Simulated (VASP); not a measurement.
A run of VASP 6.6.1 is set up as follows.

The input INCAR:

```
PREC = Accurate ; ENCUT = 600
EDIFF = 1E-6 ; ISMEAR = 0
SIGMA = 0.1 ; LREAL = F
LASPH = T ; NELM = 120
ALGO = Normal ; ISIF = 2
LWAVE = F ; LCHARG = T
GGA = PE ; LELF = T
LVHAR = T ; NBANDS = 16
GGA_COMPAT = F
```

The input KPOINTS:

```
Automatic mesh
0
Gamma
  2 2 2
```

POSCAR

```
CdO
1.0
    0.0000000000      2.3609927699      2.3609927699
    2.3609927699      0.0000000000      2.3609927699
    2.3609927699      2.3609927699      0.0000000000
Cd O
1 1
Direct
    0.2710000000      0.3560000000      0.3860000000
    0.7710000000      0.8560000000      0.8860000000
```

Potentials or basis: VASP PAW PBE potentials, release 64 (Cd, O).

Command:

```console
$ cat potpaw_PBE.64/Cd/POTCAR potpaw_PBE.64/O/POTCAR > POTCAR
$ mpirun -np 1 vasp_std > vasp.out
```

Q: What does it give for the pressure?

A: 12.7 GPa.

Q: What does it give for the band gap on the k mesh?

A: Zero (band 9 reaches 2.15 eV, above the bottom of band 10 at 1.50 eV).

Caveat: the k points lie up to 1.15 Å⁻¹ apart.
